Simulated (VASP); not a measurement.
Set up this calculation in VASP 6.6.1, as the native input.

| Quantity | Value |
| --- | --- |
| Task | relaxation of cell and atoms |
| Functional | PBE |
| Potentials or basis | VASP PAW PBE potentials, release 64 (Ti_sv, Si) |
| Cutoff | 500 eV |
| k mesh | 2 × 2 × 2, shifted |
| Occupations | gaussian, width 0.1 eV |
| Spin | no spin polarisation |
| Dipole correction | no |
| Further INCAR settings | LREAL = Auto; ALGO = Normal; EDIFF = 1e-07; ISYM = -1; IBRION = 2; EDIFFG = -0.04; NSW = 70; ISIF = 3 |

The structure of Ti3Si8 lies in POSCAR:

```
Ti3Si8
1.0
    0.0000000000      0.0000000000     -7.1584442808
   -1.7738039275     -6.7803428759     -3.5792221404
   -7.0952157102      0.0000000000     -3.5792221404
Ti Si
6 16
Direct
    0.2092733005      0.7896835413      0.0459520498
    0.7022104608      0.7865718198      0.0514251044
    0.9456871745      0.7963245920      0.5500241636
    0.0501042459      0.2022694994      0.4460762733
    0.5430543232      0.2074815901      0.4492935640
    0.7967783453      0.2038991970      0.9495178321
    0.4558096924      0.1184392732      0.2217856339
    0.9553727794      0.1154318686      0.2217786897
    0.2029966002      0.1197297201      0.7201573794
    0.7067621749      0.1149938890      0.7245364517
    0.7910219376      0.8766112513      0.2815446725
    0.2936780108      0.8820568268      0.2790828397
    0.5436124354      0.8894902899      0.7759529648
    0.0409415437      0.8776921781      0.7799311191
    0.6862580392      0.5015178337      0.3774778942
    0.1914260166      0.4957559959      0.3717110240
    0.4333845551      0.4996296287      0.8740678741
    0.9370404413      0.5013717521      0.8763071473
    0.5693677834      0.4968347052      0.1224558392
    0.0653696799      0.4989454378      0.1238161776
    0.3083051357      0.5050143590      0.6210861118
    0.8137026199      0.5028409631      0.6200083424
```

The input as run:

INCAR

```
SYSTEM = Ti3Si8
PREC     = Accurate       ! precision mode
ENCUT    = 500            ! plane-wave cutoff, eV
EDIFF    = 1E-7           ! SCF threshold, eV
ISMEAR   = 0              ! smearing method
SIGMA    = 0.1            ! smearing width, eV
LREAL    = Auto         
LASPH    = .TRUE.         ! aspherical terms in the spheres
NELM     = 120            ! most SCF steps
ALGO     = Normal         ! electronic algorithm
ISIF     = 3              ! what is computed and relaxed
LWAVE    = .FALSE.        ! write WAVECAR
LCHARG   = .FALSE.        ! write CHGCAR
GGA      = PE             ! functional
IBRION   = 2              ! ionic algorithm
NSW      = 70             ! ionic steps
EDIFFG   = -0.04          ! ionic threshold
ISYM     = -1           
GGA_COMPAT= .FALSE.      
NELMIN   = 4
```

KPOINTS

```
explicit points
4
Reciprocal
  0.25000000   0.25000000   0.25000000 2
  0.25000000   0.25000000   0.75000000 2
  0.25000000   0.75000000   0.25000000 2
  0.25000000   0.75000000   0.75000000 2
```

Potentials or basis: VASP PAW PBE potentials, release 64 (Ti_sv, Si).

Command:

```sh
$ cat potpaw_PBE.64/Ti_sv/POTCAR potpaw_PBE.64/Si/POTCAR > POTCAR
$ mpirun -np 1 vasp_std > vasp.out
```

It gave:

| Property | Result |
| --- | --- |
| Relaxed volume | 15.07 Å³/atom |
| Relaxed cell | a = 7.071 Å, b = 7.703 Å, c = 7.955 Å, α = 65.60°, β = 63.39°, γ = 62.40° |
| Space group after relaxing (to 0.1 Å) | P-1 (No. 2) |
| Energy gained by relaxing | 38.5 meV/atom |
| Ionic steps | 14 |
| Pressure after relaxing | 0.0 GPa |
| Largest force after relaxing | 0.036 eV/Å |
| Band gap on the k mesh | zero (bands 68 and 69 overlap by 0.56 eV) |

Run time: 36 min on 1 thread of AMD EPYC 9R45 96-Core Processor (Zen 5) (shared host), peak memory 0.46 GiB.
